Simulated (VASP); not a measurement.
# TaN in VASP: notebook, part 2 of 3

VASP 6.6.1. The steps go on from the part before.

### Step 3. Single point, PBE

INCAR reads:

```
SYSTEM = TaN
ALGO = Normal
EDIFF = 1E-6
ENCUT = 520
GGA = PE
GGA_COMPAT = .FALSE.
ISIF = 2
ISMEAR = -1
ISYM = -1
LASPH = .TRUE.
LCHARG = .TRUE.
LELF = .TRUE.
LREAL = Auto
LVHAR = .TRUE.
LWAVE = .FALSE.
NBANDS = 78
NELM = 120
PREC = Accurate
SIGMA = 0.2482
```

KPOINTS reads:

```
explicit points
1
Reciprocal
  0.25000000   0.25000000   0.25000000 1
```

POSCAR reads:

```
TaN
1.0
    5.9152850000      0.1408810000      0.0440940000
    0.1408810000      5.6478040000     -0.2198280000
    0.0440940000     -0.2198280000      5.5198490000
Ta N
8 8
Direct
    0.4541287738      0.2099003954      0.2057399813
    0.1988598136      0.3404024274      0.7425339824
    0.5761432444      0.8853521168      0.8430221053
    0.4981886713      0.6678652129      0.3121401224
    0.9192976779      0.3733989050      0.2160707698
    1.0044413810      0.8572512785      0.2162550091
    0.0461872541      0.7529858276      0.7319098381
    0.6684281068      0.2890597411      0.6705951115
    0.9900747955      0.0893877981      0.5768896183
    0.7657680636      0.6103497562     -0.0577635024
    0.8080889675      0.6772184118      0.4158671178
    0.2553529064      0.9634959962     -0.0286546123
    0.2199408904      0.5035934788      0.1202929416
    0.7545538388      0.1275333118      0.0660855208
    0.4284224429      0.0410874498      0.5001521441
    0.4065196277      0.5323879459      0.5799473321
```

Potentials or basis: VASP PAW PBE potentials, release 64 (Ta_pv, N).

On the command line:

```sh
$ cat potpaw_PBE.64/Ta_pv/POTCAR potpaw_PBE.64/N/POTCAR > POTCAR
$ mpirun -np 1 vasp_std > vasp.out
```

OUTCAR:

```text
SYSTEM = TaN
   EDIFF = 1E-6
   ENCUT = 520
   GGA = PE
   ISIF = 2
   ISMEAR = -1
   ISYM = -1
   LASPH = .TRUE.
   LREAL = Auto
   NELM = 120
   PREC = Accurate

 ion  position               nearest neighbor table
   1  0.454  0.210  0.206-  14 1.95  15 1.96  13 2.20  12 2.22   4 2.64  16 2.65   3 2.68   8 2.89
                             5 2.95   2 3.11   4 3.16   5 3.25   8 3.27   2 3.32   6 3.40
   2  0.199  0.340  0.743-  16 1.94   9 2.09  13 2.22  15 2.42   7 2.47  12 2.57   8 2.80   5 3.06
                             1 3.11   8 3.19   1 3.32   5 3.38   3 3.41   7 3.48
   3  0.576  0.885  0.843-  10 1.99  12 2.03  14 2.10  15 2.32   8 2.62  16 2.62   1 2.68   7 2.89
                             4 2.99   4 3.14   6 3.30   7 3.31   2 3.41   8 3.45
   4  0.498  0.668  0.312-  16 1.81  11 1.93  13 2.18  15 2.29  10 2.56   1 2.64   5 2.95   3 2.99
                             6 3.13   3 3.14   1 3.16   8 3.17   6 3.28   7 3.50
   5  0.919  0.373  0.216-  14 1.88  13 2.04  11 2.04  10 2.27   9 2.68   6 2.81   6 2.94   1 2.95
                             4 2.95   8 2.98   2 3.06   1 3.25   2 3.38   8 3.39   7 3.54
   6  0.004  0.857  0.216-  11 1.96  12 2.13  14 2.29   9 2.30  13 2.34  10 2.48   7 2.70   5 2.81
                             5 2.94   7 2.97   4 3.13   4 3.28   3 3.30   1 3.40
   7  0.046  0.753  0.732-  12 2.15   9 2.16  10 2.23  11 2.29   2 2.47  16 2.52   6 2.70   3 2.89
                             6 2.97   3 3.31   2 3.48   4 3.50   8 3.53   5 3.54
   8  0.668  0.289  0.671-  16 2.11   9 2.20  15 2.21  10 2.36  14 2.48   3 2.62   2 2.80   1 2.89
                             5 2.98   4 3.17   2 3.19   1 3.27   5 3.39   3 3.45   7 3.53
   9  0.990  0.089  0.577-   2 2.09   7 2.16   8 2.20   6 2.30   5 2.68
  10  0.766  0.610  0.942-   3 1.99   7 2.23   5 2.27   8 2.36   6 2.48   4 2.56
  11  0.808  0.677  0.416-   4 1.93   6 1.96   5 2.04   7 2.29
  12  0.255  0.963  0.971-   3 2.03   6 2.13   7 2.15   1 2.22   2 2.57
  13  0.220  0.504  0.120-   5 2.04   4 2.18   1 2.20   2 2.22   6 2.34
  14  0.755  0.128  0.066-   5 1.88   1 1.95   3 2.10   6 2.29   8 2.48
  15  0.428  0.041  0.500-   1 1.96   8 2.21   4 2.29   3 2.32   2 2.42
  16  0.407  0.532  0.580-   4 1.81   2 1.94   8 2.11   7 2.52   3 2.62   1 2.65

IMPORTANT INFORMATION: All symmetrisations will be switched off!
NOSYMM: (Re-)initialisation of all symmetry stuff for point group C_1.

----------------------------------------------------------------------------------------

                                     Primitive cell

  volume of cell :     184.0000

[... 113 lines left out ...]

 Free energy of the ion-electron system (eV)
  ---------------------------------------------------
  ext. energy  EPLUGINS =         0.00000000
  ---------------------------------------------------
  free energy    TOTEN  =      -166.40288451 eV

  energy without entropy =     -164.99413301  energy(sigma->0) =     -165.69850876

 E-fermi :   7.6281     XC(G=0): -12.8690

 val. band max:        7.5238271681   @ k =   0.2500   0.2500   0.2500
 cond. band min:       7.8466678825   @ k =   0.2500   0.2500   0.2500
 fundamental gap:      0.3228407144
 Fermi energy:         7.6280633345

 k-point     1 :       0.2500    0.2500    0.2500
  band No.  band energies     occupation
      1     -28.1185      2.00000
      2     -28.0844      2.00000
      3     -27.9996      2.00000
      4     -27.9491      2.00000
      5     -27.8822      2.00000
      6     -27.8679      2.00000
[... 68 lines left out ...]
     75      10.3614      0.00003
     76      10.4989      0.00002
 [bands above 76 left out]

------------------------ aborting loop because EDIFF is reached ----------------------------------------

  FORCE on cell =-STRESS in cart. coord.  units (eV):
  Direction    XX          YY          ZZ          XY          YZ          ZX
  --------------------------------------------------------------------------------------
  -------------------------------------------------------------------------------------
  Total       28.1458889     29.8765974     23.9263274      6.6241654     -6.4323585    -15.7475436
  in kB      245.0798656    260.1499819    208.3381032     57.6798119    -56.0096562   -137.1214779
  external PRESSURE =     237.8559836 kB  Pullay stress =       0.0000000 kB

 VOLUME and BASIS-vectors are now :
 -----------------------------------------------------------------------------
  energy-cutoff  :      520.00
  volume of cell :      184.00
      direct lattice vectors                 reciprocal lattice vectors
     5.915285000  0.140881000  0.044094000     0.169166816 -0.004278993 -0.001521760
     0.140881000  5.647804000 -0.219828000    -0.004278993  0.177443090  0.007100853
     0.044094000 -0.219828000  5.519849000    -0.001521760  0.007100853  0.181459324

 POSITION                                       TOTAL-FORCE (eV/Angst)
 -----------------------------------------------------------------------------------
      2.72494      1.20423      1.10954        -3.949559     -1.178384      0.747232
      1.25701      1.78731      4.03261         1.134040     -7.620721      1.811613
      3.56995      4.89614      4.48413        -2.824438     -0.527544     -3.079830
      3.05478      3.77354      1.59812        -0.388358      4.231974     -3.385284
      5.50004      2.19090      1.15113         1.026934      0.517578      1.752546
      0.15658      4.79467      1.00544         0.185418      1.767883      0.070675
[... 8 lines left out ...]
      2.56208      0.18246      2.77062         1.838426     -0.063959      1.709625
      2.50525      2.93660      3.10211        -2.152193     -0.349491      4.088531
 -----------------------------------------------------------------------------------
    total drift:                                0.002177      0.003373     -0.001744

  FREE ENERGIE OF THE ION-ELECTRON SYSTEM (eV)
  ---------------------------------------------------
  free  energy   TOTEN  =      -166.4028845140 eV

  energy  without entropy=     -164.9941330106  energy(sigma->0) =     -165.69850876
```

OSZICAR:

```text
N       E                     dE             d eps       ncg     rms          rms(c)
DAV:   1     0.134755096202E+04    0.13476E+04   -0.69236E+04   156   0.172E+03
DAV:   2    -0.723299012696E+02   -0.14199E+04   -0.13675E+04   178   0.518E+02
DAV:   3    -0.186339072032E+03   -0.11401E+03   -0.11072E+03   186   0.137E+02
DAV:   4    -0.190256067414E+03   -0.39170E+01   -0.38318E+01   200   0.222E+01
DAV:   5    -0.190321124990E+03   -0.65058E-01   -0.64768E-01   192   0.276E+00    0.715E+01
DAV:   6    -0.167742818585E+03    0.22578E+02   -0.15023E+02   192   0.427E+01    0.320E+01
DAV:   7    -0.166790955107E+03    0.95186E+00   -0.13790E+01   192   0.158E+01    0.189E+01
DAV:   8    -0.166752530805E+03    0.38424E-01   -0.42175E+00   192   0.125E+01    0.504E+00
DAV:   9    -0.166417856636E+03    0.33467E+00   -0.16558E+00   192   0.690E+00    0.114E+00
DAV:  10    -0.166403340765E+03    0.14516E-01   -0.14619E-01   192   0.203E+00    0.644E-01
DAV:  11    -0.166403386564E+03   -0.45799E-04   -0.36715E-02   192   0.832E-01    0.404E-01
DAV:  12    -0.166402888135E+03    0.49843E-03   -0.42565E-03   200   0.388E-01    0.213E-01
DAV:  13    -0.166402912364E+03   -0.24229E-04   -0.23787E-03   192   0.240E-01    0.800E-02
DAV:  14    -0.166402894705E+03    0.17659E-04   -0.37488E-04   184   0.113E-01    0.360E-02
DAV:  15    -0.166402887295E+03    0.74099E-05   -0.12546E-04   192   0.522E-02    0.180E-02
DAV:  16    -0.166402884998E+03    0.22972E-05   -0.20439E-05   184   0.226E-02    0.940E-03
DAV:  17    -0.166402884514E+03    0.48364E-06   -0.49437E-06   152   0.991E-03
   1 F= -.16640288E+03 E0= -.16569851E+03  d E =-.140875E+01
```

stdout:

```text
POSCAR found type information on POSCAR TaN
 POSCAR found :  2 types and      16 ions
 scaLAPACK will be used
 LDA part: xc-table for (Slater+PW92), standard interpolation
 POSCAR, INCAR and KPOINTS ok, starting setup
 FFT: planning ... GRIDC
 FFT: planning ... GRID_SOFT
 FFT: planning ... GRID
 WAVECAR not read
 entering main loop
```

Wall time 2 min (1 thread of Intel Xeon 8259CL, shared host); peak memory 0.28 GiB.

Results:

| Item | Value |
| --- | --- |
| Free energy | -166.4029 eV |
| Pressure | 23.8 GPa |
| Largest force | 7.915 eV/Å |

Forces on the atoms (eV/Å):
```
Ta  -3.950 -1.178  0.747
Ta   1.134 -7.621  1.812
Ta  -2.824 -0.528 -3.080
Ta  -0.388  4.232 -3.385
Ta   1.027  0.518  1.753
Ta   0.185  1.768  0.071
Ta  -0.005  2.936 -2.776
Ta   3.573  0.619  1.009
N   -1.281  0.695 -2.015
N    1.338 -0.173  0.963
N    1.185  0.050  3.121
N   -0.581  0.625  0.244
N    0.856  1.379 -1.267
N    0.045 -2.908 -2.993
N    1.838 -0.064  1.710
N   -2.152 -0.349  4.089
```

Levels at points of the mesh, in eV from the Fermi level:
| k point | band 61 | band 62 | band 63 | band 64 | band 65 | band 66 | band 67 | band 68 |
| --- | --- | --- | --- | --- | --- | --- | --- | --- |
| (0.25, 0.25, 0.25) | -0.91 | -0.81 | -0.49 | -0.10 | 0.22 | 0.33 | 0.68 | 1.04 |

Caveat: the atoms stand as in a frame of molecular dynamics; spin-orbit coupling is left out, which moves the levels of the heavy elements.

### Step 4. Single point, PBE

INCAR reads:

```
PREC = Accurate
ENCUT = 520
EDIFF = 1E-6
ISMEAR = -1
SIGMA = 0.2482
LREAL = Auto
LASPH = T
NELM = 120
ALGO = Normal
ISIF = 2
LWAVE = F
LCHARG = F
GGA = PE
NBANDS = 78
ISYM = -1
GGA_COMPAT = F
```

KPOINTS is that of step 3.

POSCAR reads:

```
TaN
1.0
    5.9152850000      0.1408810000      0.0440940000
    0.1408810000      5.6478040000     -0.2198280000
    0.0440940000     -0.2198280000      5.5198490000
Ta N
8 8
Direct
    0.4257885037      0.1970190803      0.2061823778
    0.2377629260      0.2015107616      0.7428333256
    0.5462281980      0.8350898487      0.7916551241
    0.5324204205      0.6899645455      0.3200112866
    0.9748321603      0.3561979449      0.1722779070
    1.0300826788      0.8267119724      0.1956359628
    0.1091263355      0.7569277257      0.6903181756
    0.7442911680      0.3649959475      0.6854588874
    1.0464308649      0.0696632031      0.5304571919
    0.8213227564      0.6165263313     -0.0401648044
    0.8899129142      0.5880559192      0.4696462415
    0.2558923138      0.9664174097     -0.0429268462
    0.2519835931      0.5375822302      0.0853202075
    0.7641251004      0.1458565827      0.0250336610
    0.5892106826      0.0707745391      0.5516872961
    0.3938105114      0.4957882805      0.6288937370
```

On the command line:

```sh
$ cat potpaw_PBE.64/Ta_pv/POTCAR potpaw_PBE.64/N/POTCAR > POTCAR
$ mpirun -np 1 vasp_std > vasp.out
```

Wall time 90 s (1 thread of Intel Xeon 8259CL, shared host); peak memory 0.28 GiB.

Results (log left out):

```yaml
Free_energy: -166.8243 eV
Pressure: 21.4 GPa
Largest_force: 11.093 eV/Å
```

Forces in eV/Å, atoms in the order of the input:
```
Ta   3.592  0.000  3.025
Ta   3.358 10.353 -2.139
Ta   3.216 -0.762  2.381
Ta   0.109 -0.631 -0.266
Ta  -2.185 -0.967  2.027
Ta  -1.055  1.678  1.719
Ta   0.394 -3.732  0.728
Ta  -0.691 -3.446  0.236
N   -4.542 -1.240 -5.335
N   -1.147  1.883  1.033
N   -0.535  1.703 -2.469
N    0.580 -2.730  3.279
N    2.255 -0.928  1.386
N   -2.571 -2.827 -2.004
N   -1.447 -0.960 -2.612
N    0.671  2.603 -0.989
```

Stress tensor (GPa, compression positive):
```
13.80  6.82  1.21
 6.82 27.82  3.21
 1.21  3.21 22.54
```

Levels at points of the mesh, in eV from the Fermi level:
```
           k point  band 61  band 62  band 63  band 64  band 65  band 66  band 67  band 68
(0.25, 0.25, 0.25)    -0.89    -0.68    -0.43    -0.11     0.09     0.41     0.84     1.09
```

Caveat: the atoms stand as in a frame of molecular dynamics; spin-orbit coupling is left out, which moves the levels of the heavy elements.

(Continued in part 3 of 3.)
